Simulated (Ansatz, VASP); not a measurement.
# Tl: VASP beside Ansatz

```
Tl
1.0
    -1.89247    1.89247    1.94100
     1.89247   -1.89247    1.94100
     1.89247    1.89247   -1.94100
Tl
1
Direct
  0.00000 0.00000 0.00000
```

Change from the starting cell: strain -0.025 along x and y, +0.000 along z, atoms carried along.

Alike in both runs: task single point; functional PBEsol; k mesh 18 × 18 × 18; occupations gaussian, width 0.15 eV; no spin polarisation.

```csv
,VASP,Ansatz
version,VASP 6.6.1,Ansatz 0.2.0
potentials or method,"VASP PAW PBE potentials, release 64 (Tl_d), cutoff 520 eV","scalar-relativistic, plane waves, PAW"
valence electrons in the cell,13,13
```

```csv
,VASP,Ansatz,Ansatz less VASP
gap on the k mesh at the Fermi level (eV),none,none,-
pressure (GPa),1.0,1.0,+0.04
"traceless stress, the component that is largest in VASP (GPa)",-0.25,-0.25,0.000
```

VASP's potentials were made for PBE, not for PBEsol. A gap of «none» marks a metal or a gap that the smearing closes.

Spin-orbit coupling is off throughout.
